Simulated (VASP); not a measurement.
# Nb3Te8Mo (P-3m1) in VASP: single point with PBE

Aim: the single point of Nb3Te8Mo with PBE.

All numbers are computed with VASP 6.6.1; they aren't measurements. Logs are shortened: lines on timing, memory, paths and dates and some standing lists are left out, and cuts for length are marked.

### 1 The cell of the first run

Symmetry: P-3m1, No. 164, trigonal system. Conventional cell: a = 7.266 Å, b = 7.266 Å, c = 7.757 Å, α = 90.00°, β = 90.00°, γ = 120.00°. Within 3.7 Å of Nb (site symmetry 2/m) lie 6 Te at 2.80 to 2.82 Å and 4 Nb at 3.63 Å and 2 Mo at 3.63 Å. Within 3.7 Å of Te (site symmetry 3m) lie 3 Nb at 2.82 Å and 6 Te at 3.63 Å. Te (site symmetry m) has 1 Mo at 2.77 Å and 2 Nb at 2.80 Å and 6 Te at 3.59 to 3.68 Å within 3.7 Å. Within 3.7 Å of Mo (site symmetry -3m) lie 6 Te at 2.77 Å and 6 Nb at 3.63 Å.

### 2 Single point, PBE

Input file INCAR:

```
SYSTEM = Nb3Te8Mo
PREC = Accurate ; ENCUT = 520
EDIFF = 1E-6 ; ISMEAR = 0
SIGMA = 0.1 ; LREAL = .FALSE.
LASPH = .TRUE. ; NELM = 80
ALGO = Normal ; ISIF = 2
LWAVE = .FALSE. ; LCHARG = .FALSE.
GGA = PE ; NBANDS = 62
```

Input file KPOINTS:

```
regular mesh
0
G
  6 6 6
  0 0 0
```

Input file POSCAR:

```
Nb3Te8Mo
1.0
    7.2657959415      0.0000000289      0.0000000000
   -3.6328979958      6.2923638496      0.0000000000
    0.0000000000      0.0000000000      7.7568849000
Nb Te Mo
3 8 1
Direct
    0.0000000000      0.5000000000      0.0000000000
    0.5000000000      0.5000000000      0.0000000000
    0.5000000000      0.0000000000      0.0000000000
    0.3333333333      0.6666666667      0.7577830000
    0.3292810000      0.1646405000      0.7626670000
    0.8353595000      0.6707190000      0.7626670000
    0.8353595000      0.1646405000      0.7626670000
    0.1646405000      0.8353595000      0.2373330000
    0.1646405000      0.3292810000      0.2373330000
    0.6707190000      0.8353595000      0.2373330000
    0.6666666667      0.3333333333      0.2422170000
    0.0000000000      0.0000000000      0.0000000000
```

Potentials or basis: VASP PAW PBE potentials, release 64 (Nb_sv, Te, Mo_sv).

Run with:

```
$ cat potpaw_PBE.64/Nb_sv/POTCAR potpaw_PBE.64/Te/POTCAR potpaw_PBE.64/Mo_sv/POTCAR > POTCAR
$ mpirun -np 1 vasp_std > vasp.out
```

OUTCAR:

```text
SYSTEM = Nb3Te8Mo
   PREC = Accurate
   ENCUT = 520
   EDIFF = 1E-6
   ISMEAR = 0
   LREAL = .FALSE.
   LASPH = .TRUE.
   NELM = 80
   ISIF = 2
   GGA = PE

 ion  position               nearest neighbor table
   1  0.000  0.500  0.000-   7 2.80   8 2.80   6 2.80   9 2.80   4 2.82  11 2.82
   2  0.500  0.500  0.000-   6 2.80   9 2.80   5 2.80  10 2.80   4 2.82  11 2.82
   3  0.500  0.000  0.000-   7 2.80   8 2.80   5 2.80  10 2.80   4 2.82  11 2.82
   4  0.333  0.667  0.758-   1 2.82   3 2.82   2 2.82   6 3.63   5 3.63   7 3.63   7 3.63   6 3.63
                             5 3.63
   5  0.329  0.165  0.763-  12 2.77   2 2.80   3 2.80   6 3.59   7 3.59   4 3.63   4 3.63   6 3.68
                             7 3.68
   6  0.835  0.671  0.763-  12 2.77   2 2.80   1 2.80   5 3.59   7 3.59   4 3.63   4 3.63   5 3.68
                             7 3.68
   7  0.835  0.165  0.763-  12 2.77   3 2.80   1 2.80   5 3.59   6 3.59   4 3.63   4 3.63   5 3.68
                             6 3.68
   8  0.165  0.835  0.237-  12 2.77   3 2.80   1 2.80  10 3.59   9 3.59  11 3.63  11 3.63  10 3.68
                             9 3.68
   9  0.165  0.329  0.237-  12 2.77   2 2.80   1 2.80  10 3.59   8 3.59  11 3.63  11 3.63  10 3.68
                             8 3.68
  10  0.671  0.835  0.237-  12 2.77   2 2.80   3 2.80   9 3.59   8 3.59  11 3.63  11 3.63   9 3.68
                             8 3.68
  11  0.667  0.333  0.242-   1 2.82   3 2.82   2 2.82   9 3.63  10 3.63   8 3.63   8 3.63   9 3.63
                            10 3.63
  12  0.000  0.000  0.000-   5 2.77  10 2.77   9 2.77   6 2.77   7 2.77   8 2.77

  LATTYP: Found a hexagonal cell.
 ALAT       =     7.2657959415
 C/A-ratio  =     1.0675891482

  Lattice vectors:

 A1 = (   7.2657959415,   0.0000000289,   0.0000000000)
 A2 = (  -3.6328979958,   6.2923638496,   0.0000000000)
 A3 = (   0.0000000000,   0.0000000000,   7.7568849000)

Analysis of symmetry for initial positions (statically):
=====================================================================
 Subroutine PRICEL returns:
 Original cell was already a primitive cell.

 Routine SETGRP: Setting up the symmetry group for a
 hexagonal supercell.

 Subroutine GETGRP returns: Found 12 space group operations
 (whereof 12 operations were pure point group operations)
 out of a pool of 24 trial point group operations.

The static configuration has the point symmetry D_3d.

Analysis of symmetry for dynamics (positions and initial velocities):
=====================================================================
 Subroutine PRICEL returns:
 Original cell was already a primitive cell.

 Routine SETGRP: Setting up the symmetry group for a
 hexagonal supercell.

 Subroutine GETGRP returns: Found 12 space group operations
 (whereof 12 operations were pure point group operations)
 out of a pool of 24 trial point group operations.

The dynamic configuration has the point symmetry D_3d.

 Subroutine INISYM returns: Found 12 space group operations
 (whereof 12 operations are pure point group operations),
 and found     1 'primitive' translations

----------------------------------------------------------------------------------------

                                     Primitive cell

  volume of cell :     354.6373

  direct lattice vectors                    reciprocal lattice vectors
     7.265795942  0.000000029  0.000000000     0.137631170  0.079461394  0.000000000
    -3.632897996  6.292363850  0.000000000    -0.000000001  0.158922787  0.000000000
     0.000000000  0.000000000  7.756884900     0.000000000  0.000000000  0.128917731

  length of vectors
     7.265795942  7.265795942  7.756884900     0.158922787  0.158922787  0.128917731

  position of ions in fractional coordinates (direct lattice)
     0.000000000  0.500000000  0.000000000
     0.500000000  0.500000000  0.000000000
     0.500000000  1.000000000  0.000000000
     0.333333333  0.666666667  0.757783000
     0.329281000  0.164640500  0.762667000
     0.835359500  0.670719000  0.762667000
     0.835359500  0.164640500  0.762667000
     0.164640500  0.835359500  0.237333000
     0.164640500  0.329281000  0.237333000
     0.670719000  0.835359500  0.237333000
     0.666666667  0.333333333  0.242217000
     0.000000000  0.000000000  0.000000000

  ion indices of the primitive-cell ions
   primitive index   ion index
                 1           1
                 2           2
                 3           3
                 4           4
                 5           5
                 6           6
                 7           7
                 8           8
                 9           9
                10          10
                11          11
                12          12

----------------------------------------------------------------------------------------

 KPOINTS: regular mesh

Automatic generation of k-mesh.
 Grid dimensions read from file:
 generate k-points for:    6    6    6

 Generating k-lattice:

  Cartesian coordinates                     Fractional coordinates (reciprocal lattice)
     0.022938528  0.013243566  0.000000000     0.166666667  0.000000000  0.000000000
    -0.000000000  0.026487131  0.000000000     0.000000000  0.166666667  0.000000000
     0.000000000  0.000000000  0.021486288     0.000000000  0.000000000  0.166666667

  Length of vectors
     0.026487131  0.026487131  0.021486288

  Shift w.r.t. Gamma in fractional coordinates (k-lattice)
     0.000000000  0.000000000  0.000000000

 Subroutine IBZKPT returns following result:
 ===========================================

 Found     34 irreducible k-points:

 Following reciprocal coordinates:
            Coordinates               Weight
  0.000000  0.000000  0.000000      1.000000
  0.166667 -0.000000  0.000000      6.000000
  0.333333 -0.000000  0.000000      6.000000
  0.500000  0.000000  0.000000      3.000000
  0.166667  0.166667  0.000000      6.000000
  0.333333  0.166667  0.000000     12.000000
[... 16 lines left out ...]
  0.500000  0.000000  0.333333      6.000000
  0.166667  0.166667  0.333333     12.000000
 [... further k-points ...]
   k-points           NKPTS =     34   k-points in BZ     NKDIM =     34   number of bands    NBANDS=     62
   number of dos      NEDOS =    301   number of ions     NIONS =     12
   total plane-waves  NPLWV = 174960
   dimension x,y,z NGX =    54 NGY =   54 NGZ =   60
   dimension x,y,z NGXF=   108 NGYF=  108 NGZF=  120
   ions per type =               3   8   1
   NGX,Y,Z   is equivalent  to a cutoff of  12.36, 12.36, 12.86 a.u.
   NGXF,Y,Z  is equivalent  to a cutoff of  24.71, 24.71, 25.72 a.u.
 SYSTEM =  Nb3Te8Mo
   PREC   = accura    normal or accurate (medium, high low for compatibility)
   ISTART =      0    job   : 0-new  1-cont  2-samecut
   ICHARG =      2    charge: 1-file 2-atom 10-const
   ISPIN  =      1    spin polarized calculation?
   LNONCOLLINEAR =      F non collinear calculations
   LSORBIT =      F    spin-orbit coupling
   LASPH  =      T    aspherical Exc in radial PAW
   ENCUT  =  520.0 eV  38.22 Ry    6.18 a.u.  13.51 13.51 14.42*2*pi/ulx,y,z
   NELM   =     80;   NELMIN=  2; NELMDL= -5     # of ELM steps
   EDIFF  = 0.1E-05   stopping-criterion for ELM
   LREAL  =      F    real-space projection
   EDIFFG = 0.1E-04   stopping-criterion for IOM
   NSW    =      0    number of steps for IOM
   IBRION =     -1    ionic relax: 0-MD 1-quasi-New 2-CG
   NFREE  =      0    steps in history (QN), initial steepest desc. (CG)
   ISIF   =      2    stress and relaxation
   ISYM   =      2    0-nonsym 1-usesym 2-fastsym
   POTIM  = 0.5000    time-step for ionic-motion
   TEBEG  =    0.0;   TEEND  =   0.0 temperature during run
   PSTRESS=    0.0 pullay stress
   NELECT =     101.0000    total number of electrons
   NUPDOWN=      -1.0000    fix difference up-down
   EMIN   =  10.00;   EMAX   =-10.00  energy-range for DOS
   EFERMI =   0.00;   METHOD = LEGACY
   ISMEAR =     0;   SIGMA  =   0.10  broadening in eV -4-tet -1-fermi 0-gaus
   EFERMI_NEDOS =   21; number of points for ismear=-14 and -15
   IALGO  =     38    algorithm
   IMIX   =      4    mixing-type and parameters
     AMIX     =   0.40;   BMIX     =  1.00
     AMIX_MAG =   1.60;   BMIX_MAG =  1.00
  volume/ion in A,a.u.               =      29.55       199.43
  Fermi-wavevector in a.u.,A,eV,Ry     =   1.077095  2.035414 15.784563  1.160133
  Thomas-Fermi vector in A             =   2.212997
   LORBIT       =      0    0 simple, 1 ext, 2 COOP (PROOUT), +10 PAW based schemes
   GGA     = PE    functional components
   LHFCALC =     F    Hartree Fock is set to
   AEXX    =    0.0000 exact exchange contribution
   IVDW    =     0    specifies the selected vdW correction
   LEPSILON=     F    determine dielectric tensor
   LRPA    =     F    only Hartree local field effects (RPA)
 non-spin polarized calculation
 Gauss-broadening in eV      SIGMA  =   0.10
  energy-cutoff  :      520.00
  volume of cell :      354.64
 maximum number of plane-waves:      9611
   NGX = 27   NGY = 27   NGZ = 29

 number of electron     100.9999998 magnetization

 Free energy of the ion-electron system (eV)
  ---------------------------------------------------
  ext. energy  EPLUGINS =         0.00000000
  ---------------------------------------------------
  free energy    TOTEN  =       -70.88910786 eV

  energy without entropy =      -70.84945236  energy(sigma->0) =      -70.86928011

 E-fermi :   6.5452     XC(G=0):  -9.4958

 val. band max:        6.5209512077   @ k =   0.1667  -0.0000   0.5000
 cond. band min:       6.5462323922   @ k =   0.0000   0.0000   0.5000
 fundamental gap:      0.0252811844
 Fermi energy:         6.5452039780

 k-point     1 :       0.0000    0.0000    0.0000
  band No.  band energies     occupation
      1     -54.5388      2.00000
      2     -48.7266      2.00000
      3     -48.7184      2.00000
      4     -48.7184      2.00000
      5     -28.6649      2.00000
      6     -28.6649      2.00000
[... 54 lines left out ...]
     61       9.5806      0.00000
     62       9.5821      0.00000

 k-point     2 :       0.1667   -0.0000    0.0000
  band No.  band energies     occupation
      1     -54.5388      2.00000
      2     -48.7262      2.00000
      3     -48.7189      2.00000
      4     -48.7184      2.00000
      5     -28.6648      2.00000
      6     -28.6648      2.00000
[... 54 lines left out ...]
     61       9.3713      0.00000
     62       9.6435      0.00000

 k-point     3 :       0.3333   -0.0000    0.0000
  band No.  band energies     occupation
      1     -54.5388      2.00000
      2     -48.7249      2.00000
      3     -48.7201      2.00000
      4     -48.7184      2.00000
      5     -28.6648      2.00000
      6     -28.6646      2.00000
[... 1354 lines left out ...]
     61       8.6212      0.00000
     62       8.8026      0.00000

 k-point    24 :       0.1667    0.1667    0.3333
  band No.  band energies     occupation
      1     -54.5388      2.00000
      2     -48.7253      2.00000
      3     -48.7197      2.00000
      4     -48.7184      2.00000
      5     -28.6648      2.00000
      6     -28.6646      2.00000
[... 54 lines left out ...]
     61       8.8708      0.00000
     62       9.2058      0.00000

 [... further k-points ...]

------------------------ aborting loop because EDIFF is reached ----------------------------------------

  FORCE on cell =-STRESS in cart. coord.  units (eV):
  Direction    XX          YY          ZZ          XY          YZ          ZX
  --------------------------------------------------------------------------------------
  -------------------------------------------------------------------------------------
  Total       -0.1624516     -0.1624516     -0.0136931      0.0000000      0.0000000      0.0000000
  in kB       -0.7339224     -0.7339224     -0.0618626      0.0000000      0.0000000      0.0000000
  external PRESSURE =      -0.5099025 kB  Pullay stress =       0.0000000 kB

 VOLUME and BASIS-vectors are now :
 -----------------------------------------------------------------------------
  energy-cutoff  :      520.00
  volume of cell :      354.64
      direct lattice vectors                 reciprocal lattice vectors
     7.265795942  0.000000029  0.000000000     0.137631170  0.079461394  0.000000000
    -3.632897996  6.292363850  0.000000000    -0.000000001  0.158922787  0.000000000
     0.000000000  0.000000000  7.756884900     0.000000000  0.000000000  0.128917731

 POSITION                                       TOTAL-FORCE (eV/Angst)
 -----------------------------------------------------------------------------------
     -1.81645      3.14618      0.00000         0.000000      0.000000      0.000000
      1.81645      3.14618      0.00000         0.000000      0.000000      0.000000
      3.63290      0.00000      0.00000         0.000000      0.000000      0.000000
     -0.00000      4.19491      5.87804         0.000000     -0.000000      0.008086
      1.79437      1.03598      5.91592         0.006693      0.003864     -0.002302
      3.63290      4.22041      5.91592         0.000000     -0.007729     -0.002302
      5.47143      1.03598      5.91592        -0.006693      0.003864     -0.002302
     -1.83853      5.25639      1.84096         0.006693     -0.003864      0.002302
     -0.00000      2.07196      1.84096        -0.000000      0.007729      0.002302
      1.83853      5.25639      1.84096        -0.006693     -0.003864      0.002302
      3.63290      2.09745      1.87885        -0.000000     -0.000000     -0.008086
      0.00000      0.00000      0.00000         0.000000      0.000000      0.000000
 -----------------------------------------------------------------------------------
    total drift:                                0.000000     -0.000000      0.000000

  FREE ENERGIE OF THE ION-ELECTRON SYSTEM (eV)
  ---------------------------------------------------
  free  energy   TOTEN  =       -70.8891078566 eV

  energy  without entropy=      -70.8494523557  energy(sigma->0) =      -70.86928011
```

Run time: 13 min. Hardware: 1 thread of Intel Xeon Platinum 8488C (Sapphire Rapids), shared host; peak memory 0.83 GiB.

What came out:

- Free energy: -70.8891 eV
- Pressure: -0.1 GPa
- Largest force: 0.008 eV/Å
- Band gap on the k mesh: zero (an odd number of electrons rules out a gap without spin polarisation)

Forces in eV/Å, atoms in the order of the input:
```
Nb   0.000  0.000  0.000
Nb   0.000  0.000  0.000
Nb   0.000  0.000  0.000
Te   0.000  0.000  0.008
Te   0.007  0.004 -0.002
Te   0.000 -0.008 -0.002
Te  -0.007  0.004 -0.002
Te   0.007 -0.004  0.002
Te   0.000  0.008  0.002
Te  -0.007 -0.004  0.002
Te   0.000  0.000 -0.008
Mo   0.000  0.000  0.000
```

Caveat: spin-orbit coupling is left out, which moves the levels of the heavy elements; this functional lacks dispersion, which binds layers or chains, so the pressure and a relaxed spacing across them are unreliable.

The gap in the log of VASP goes by the Fermi energy; the results here count the filled bands.